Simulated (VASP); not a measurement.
**Cs: single point with PBE+D3(BJ)**

The system is Cs, in a box.

```xyz
1
Lattice="10.5000 0.0000 0.0000 0.0000 11.0000 0.0000 0.0000 0.0000 11.5000" Properties=species:S:1:pos:R:3 pbc="T T T"
Cs    5.2500    5.5500    5.7500
```

| Item | Value |
| --- | --- |
| Program | VASP 6.6.1 |
| Task | single point |
| Functional | PBE |
| Dispersion | D3(BJ) |
| Potentials or basis | VASP PAW PBE potentials, release 64 (Cs_sv) |
| Cutoff | 400 eV |
| k mesh | 1 × 1 × 1 |
| Occupations | gaussian, width 0.005 eV |
| Spin | collinear spin |
| Starting moments | [0.5] μB |

```yaml
Gap_between_the_frontier_levels: 0.76 eV
Net_moment: 1.00 μB per cell
Valence_electrons_inside_the_program's_atomic_spheres: Cs 6.54
Dispersion_energy_per_atom: -0.020 eV
```

Levels at points of the mesh, in eV from the valence-band top:
Spin up:
| k point | band 3 | band 4 | band 5 | band 6 | band 7 | band 8 |
| --- | --- | --- | --- | --- | --- | --- |
| (0.00, 0.00, 0.00) | -11.26 | -11.26 | 0.00 | 1.61 | 1.65 | 1.67 |
Spin down:
```tsv
k point	band 2	band 3	band 4	band 5	band 6	band 7
(0.00, 0.00, 0.00)	-11.18	-11.18	-11.18	0.76	2.40	2.42
```

Run time: 94 s on 1 thread of AMD EPYC 9R45 96-Core Processor (Zen 5) (shared host), peak memory 1 GiB.

Caveat: spin-orbit coupling is left out, which moves the levels of the heavy elements.
